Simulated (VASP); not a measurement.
A run of VASP 6.6.1 is set up as follows.

INCAR

```
SYSTEM = LaTe
  PREC = Accurate
  ENCUT = 500
  EDIFF = 1E-6
  ISMEAR = -1
  SIGMA = 0.1
  LREAL = .False.
  LASPH = .True.
  NELM = 200
  ALGO = Normal
  ISIF = 2
  LWAVE = .False.
  LCHARG = .False.
  GGA = PS
  NBANDS = 16
  GGA_COMPAT = .False.
  LMAXMIX = 6
```

The input KPOINTS:

```
regular mesh
0
Gamma
  5 5 5
  0 0 0
```

POSCAR

```
LaTe
1.0
    0.0000000000      3.2180000000      3.2180000000
    3.2180000000      0.0000000000      3.2180000000
    3.2180000000      3.2180000000      0.0000000000
La Te
1 1
Direct
    0.0000000000      0.0000000000      0.0000000000
    0.5000000000      0.5000000000      0.5000000000
```

Potentials or basis: VASP PAW PBE potentials, release 64 (La, Te).

Launch:

```sh
$ cat potpaw_PBE.64/La/POTCAR potpaw_PBE.64/Te/POTCAR > POTCAR
$ mpirun -np 1 vasp_std > vasp.out
```

(1) Predict the pressure.

## Answers

(1) -1.3 GPa.

Caveat: the PAW data sets were made with another functional, which shifts forces and pressure a little.
